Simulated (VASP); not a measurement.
Input of a VASP 6.6.1 run:

POSCAR

```
Zr3S2
1.0
    2.9025379727      1.6757810799      3.4877732718
   -2.9025379727      1.6757810799      3.4877732718
    0.0000000000     -3.3515621597      3.4877732718
Zr S
3 2
Direct
    0.8387270000      0.5000000000      0.1612730000
    0.5000000000      0.1612730000      0.8387270000
    0.1612730000      0.8387270000      0.5000000000
    0.6650230000      0.6650230000      0.6650230000
    0.3349770000      0.3349770000      0.3349770000
```

File INCAR.step1:

```
PREC = Accurate
ENCUT = 520
ISMEAR = -1
SIGMA = 0.05
LREAL = F
LASPH = T
NELM = 150
LMAXMIX = 4
LDAU = T
LDAUTYPE = 2
LDAUL = 2 -1
LDAUU = 1 0
LDAUJ = 0 0
NBANDS = 32
GGA = PE
ALGO = Normal
EDIFF = 1E-4
LWAVE = T
LCHARG = F
```

The input INCAR.step2:

```
PREC = Accurate
ENCUT = 520
EDIFF = 1E-6
ISMEAR = -1
SIGMA = 0.05
LREAL = F
LASPH = T
NELM = 150
ALGO = Normal
ISIF = 2
LWAVE = F
LCHARG = T
LMAXMIX = 4
LDAU = T
LDAUTYPE = 2
LDAUL = 2 -1
LDAUU = 1 0
LDAUJ = 0 0
LDAUPRINT = 1
METAGGA = R2SCAN
LMIXTAU = T
LELF = T
LVHAR = T
NBANDS = 32
ISTART = 1
```

KPOINTS

```
Automatic mesh
0
Gamma
  6 6 6
```

Potentials or basis: VASP PAW PBE potentials, release 64 (Zr_sv, S).

Run with:

```bash
$ cat potpaw_PBE.64/Zr_sv/POTCAR potpaw_PBE.64/S/POTCAR > POTCAR
$ cp INCAR.step1 INCAR
$ mpirun -np 1 vasp_std > vasp.out
$ cp INCAR.step2 INCAR
$ mpirun -np 1 vasp_std > vasp.out
```

Problem. Predict the pressure.

Solution. 0.9 GPa.

Problem. Predict the largest force.

Solution. 0.073 eV/Å.

Problem. Estimate the band gap on the k mesh.

Solution. Zero (bands 24 and 25 overlap by 0.25 eV).

Eigenvalues of the final occupation matrices:
```csv
site,spin,trace,eigenvalues
site 1 d,1,0.80,0.10 0.12 0.18 0.18 0.22
site 1 d,2,0.80,0.10 0.12 0.18 0.18 0.22
site 2 d,1,0.80,0.10 0.12 0.18 0.18 0.22
site 2 d,2,0.80,0.10 0.12 0.18 0.18 0.22
site 3 d,1,0.80,0.10 0.12 0.18 0.18 0.22
site 3 d,2,0.80,0.10 0.12 0.18 0.18 0.22
```

Caveat: the PAW data sets were made with another functional, which shifts forces and pressure a little; U without spin polarisation on a metal has little footing.
